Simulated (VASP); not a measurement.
Write the native input for VASP 6.6.1 that does the following.

- Task: single point
- Functional: PBE
- Potentials or basis: VASP PAW PBE potentials, release 64 (Sc_sv, As)
- Cutoff: 520 eV
- k mesh: 6 × 6 × 6
- Occupations: gaussian, width 0.1 eV
- Spin: no spin polarisation
- Dipole correction: no
- Further INCAR settings: ALGO = Normal; EDIFF = 1e-06; NBANDS = 18

The structure of ScAs2 lies in POSCAR:

```
ScAs2
1.0
   -2.6540938346      2.6540938346      2.6541879684
    2.6540938346     -2.6540938346      2.6541879684
    2.6540938346      2.6540938346     -2.6541879684
Sc As
1 2
Direct
    0.0000000000      0.0000000000      0.0000000000
    0.0155131117      0.5155131117      0.5000000000
    0.4844868883      0.9844868883      0.5000000000
```

One way to write it, as run:

INCAR

```
SYSTEM = ScAs2
PREC = Accurate
ENCUT = 520
EDIFF = 1E-6
ISMEAR = 0
SIGMA = 0.1
LREAL = .False.
LASPH = .True.
NELM = 100
ALGO = Normal
ISIF = 2
LWAVE = .False.
LCHARG = .False.
GGA = PE
NBANDS = 18
```

KPOINTS

```
regular mesh
0
Gamma
  6 6 6
  0 0 0
```

Potentials or basis: VASP PAW PBE potentials, release 64 (Sc_sv, As).

Run with:

```console
$ cat potpaw_PBE.64/Sc_sv/POTCAR potpaw_PBE.64/As/POTCAR > POTCAR
$ mpirun -np 1 vasp_std > vasp.out
```

It gave:

```json
{
 "Pressure": "0.2 GPa",
 "Largest force": "0.030 eV/Å"
}
```

Wall time 24 s on 1 thread of Intel(R) Xeon(R) Platinum 8488C (Sapphire Rapids), on a shared host, peak memory 0.21 GiB.
